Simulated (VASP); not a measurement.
## Sb: single point with PBE

Sb:

```
CELL_PARAMETERS angstrom
-1.40353 1.40353 1.40353
1.40353 -1.40353 1.40353
1.40353 1.40353 -1.40353
ATOMIC_POSITIONS crystal
Sb 0.00000 0.00000 0.00000
```

* Program: VASP 6.6.1
* Task: single point
* Functional: PBE
* Potentials or basis: VASP PAW PBE potentials, release 64 (Sb)
* Cutoff: 520 eV
* k mesh: 8 × 8 × 8
* Occupations: gaussian, width 0.1 eV
* Spin: no spin polarisation
* Dipole correction: no
* Further INCAR settings: ALGO = Normal; EDIFF = 1e-07; NBANDS = 8

The pressure is 448.7 GPa.

Levels at points of the mesh, in eV from the Fermi level:
```csv
k point,band 1,band 2,band 3,band 4,band 5,band 6,band 7
"(0.00, 0.00, 0.00)",-24.66,9.68,9.68,9.68,13.98,13.98,13.98
"(0.50, 0.00, 0.00)",-14.37,-12.19,3.57,3.81,8.34,10.93,17.76
"(0.50, 0.50, 0.50)",-5.69,-5.69,-5.69,0.77,0.77,1.54,19.80
```

It took 4.8 s on 1 thread of Intel Xeon 6975P-C (shared host), peak memory 0.11 GiB.

Caveat: the k points lie up to 0.40 Å⁻¹ apart; spin-orbit coupling is left out, which moves the levels of the heavy elements.
